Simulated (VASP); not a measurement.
The system is TePb.

```
CELL_PARAMETERS angstrom
0.00000 3.23100 3.23100
3.23100 0.00000 3.23100
3.23100 3.23100 0.00000
ATOMIC_POSITIONS crystal
Pb 0.00000 0.00000 0.00000
Te 0.50000 0.50000 0.50000
```

| Property | Result |
| --- | --- |
| Program | VASP 6.6.1 |
| Task | relaxation of cell and atoms |
| Functional | BLYP |
| Dispersion | D4 |
| Potentials or basis | VASP PAW PBE potentials, release 64 (Pb_d, Te) |
| Cutoff | 600 eV |
| k mesh | 7 × 7 × 7 |
| Occupations | fermi-dirac, width 0.05 eV |
| Spin | no spin polarisation |

At the start: pressure 1.7 GPa; volume 33.73 Å³/atom.

**Question.** Where does the relaxation end?

**Answer.** Over 8 steps the energy falls by 39.2 meV/atom and the volume is 37.12 Å³/atom (+10.0 %); space group Fm-3m (No. 225, to 0.05 Å).

The path:
```csv
step,energy change (eV),largest force (eV/Å),pressure (GPa),volume (Å³)
1,0.0000,0.0000,1.73,67.46
2,-0.0253,0.0000,1.82,71.07
3,0.0821,0.0000,-3.82,82.68
4,-0.0784,0.0000,-0.23,74.33
5,-0.0777,0.0000,0.80,73.95
6,-0.0784,0.0000,0.14,74.19
7,-0.0784,0.0000,0.05,74.22
8,-0.0784,0.0000,0.01,74.24
```

Final structure:
```
Pb Te
1.0
     0.00000    3.33577    3.33577
     3.33577    0.00000    3.33577
     3.33577    3.33577    0.00000
Pb Te
1 1
Direct
  0.00000 0.00000 0.00000
  0.50000 0.50000 0.50000
```

Caveat: the PAW data sets were made with another functional, which shifts forces and pressure a little; the volume moved by +10 % from the deposited cell, more than functionals usually miss.
